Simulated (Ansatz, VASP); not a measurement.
In3Ga6BP10: VASP beside Ansatz

```
B P Ga In
1.0
     2.77686    2.77783    5.50306
    -2.79233   -2.78886    5.51642
     8.33779   -5.55732    2.74874
B P Ga In
1 10 6 3
Direct
  0.29926 0.49804 0.39650
  0.58584 0.86499 0.60207
  0.47629 0.39631 0.80417
  0.98683 0.86845 0.80712
  0.35605 0.87270 0.02016
  0.77188 0.86843 0.18700
  0.62645 0.40174 0.39807
  0.20271 0.81649 0.39081
  0.09640 0.40176 0.57049
  0.88286 0.37330 0.99671
  0.26986 0.37815 0.22972
  0.10882 0.50150 0.79068
  0.99900 0.00140 0.00192
  0.39512 0.99599 0.21096
  0.70246 0.50359 0.59185
  0.49421 0.50045 0.01626
  0.89557 0.50046 0.20346
  0.20331 0.00207 0.59014
  0.59388 0.00345 0.81294
  0.80644 0.00229 0.39195
```

Alike in both runs: functional PBE; k mesh 3 × 3 × 2; occupations gaussian, width 0.1 eV; no spin polarisation.

Ansatz relaxed the structure, and its values are those at the end. VASP's run is a single point on that final structure, the one shown.

```csv
,VASP,Ansatz
version,VASP 6.6.1,Ansatz 0.2.0
potentials or method,"VASP PAW PBE potentials, release 64 (B, P, Ga_d, In_d), cutoff 520 eV","scalar-relativistic, plane waves, PAW"
valence electrons in the cell,170,170
```

VASP gave:

- gap on the k mesh at the Fermi level (eV): 0.84
- least direct gap on the mesh (eV): 0.84
- pressure (GPa): 0.0
- rms of the force components (eV/Å): 0.004

Problem. What did Ansatz give for the same quantities?

Solution. gap on the k mesh at the Fermi level (eV): 0.85; least direct gap on the mesh (eV): 0.85; pressure (GPa): 0.0; rms of the force components (eV/Å): 0.002.
